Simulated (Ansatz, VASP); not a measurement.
Mn: VASP beside Ansatz

File INCAR:

```
PREC = Accurate ; ENCUT = 520
EDIFF = 1E-6 ; ISMEAR = -1
SIGMA = 0.1 ; LREAL = False
LASPH = True ; NELM = 150
ALGO = Normal ; ISIF = 2
LWAVE = False ; LCHARG = False
ISPIN = 2 ; MAGMOM = 4.5
LORBIT = 11 ; LMAXMIX = 4
LDAU = True ; LDAUTYPE = 2
LDAUL = 2 ; LDAUU = 6.3
LDAUJ = 0 ; LDAUPRINT = 1
GGA = PE ; NBANDS = 16
```

Contents of KPOINTS:

```
regular mesh
0
Gamma
  11 11 11
```

Contents of POSCAR:

```
Mn
1.0
   -1.5405000000      1.5405000000      1.5405000000
    1.5405000000     -1.5405000000      1.5405000000
    1.5405000000      1.5405000000     -1.5405000000
Mn
1
Direct
    0.0000000000      0.0000000000      0.0000000000
```

Input for Ansatz:

```yaml
crystal:
  lattice:
    - [-1.5405, 1.5405, 1.5405]
    - [1.5405, -1.5405, 1.5405]
    - [1.5405, 1.5405, -1.5405]
  atoms:
    - { symbol: Mn, position: [0.0, 0.0, 0.0], spin: 4.5 }
magnetization:
  spin_polarized: true
hamiltonian:
  xc: pbe
  pseudopotentials: { kind: paw }
  hubbard: { sites: [{ species: Mn, l: d, u_eff: 6.3 }] }
basis:
  ecutwfc: 420
kpoints:
  mp_grid: { grid: [11, 11, 11] }
scf:
  occupations: { method: fermi_dirac, width: 0.1 }
  lower_state_search: "off"
output:
  forces: true
  stress: true
```

Alike in both runs: task single point; functional PBE; k mesh 11 × 11 × 11; occupations fermi-dirac, width 0.1 eV; collinear spin; Hubbard terms Mn d U = 6.3 eV.

```csv
,VASP,Ansatz
version,VASP 6.6.1,Ansatz 0.2.0
potentials or method,"VASP PAW PBE potentials, release 64 (Mn_pv), cutoff 520 eV","PAW, plane waves, scalar-relativistic"
valence electrons in the cell,13,15
```

```tsv
	VASP	Ansatz	Ansatz less VASP
net moment per atom (μB)	4.31	4.35	+0.045
size of the moment on the site where the two differ most (μB)	4.27	4.21	-0.058
```

Site moments also hang on the region over which each program counts them. The programs project onto different local orbitals, so the same U acts differently, and such runs can settle in different states. VASP's potentials hold 13 valence electrons a cell and Ansatz's 15, so a difference there can come from the potentials and not from the codes. Ansatz's warnings: filled band counts differ across k points.
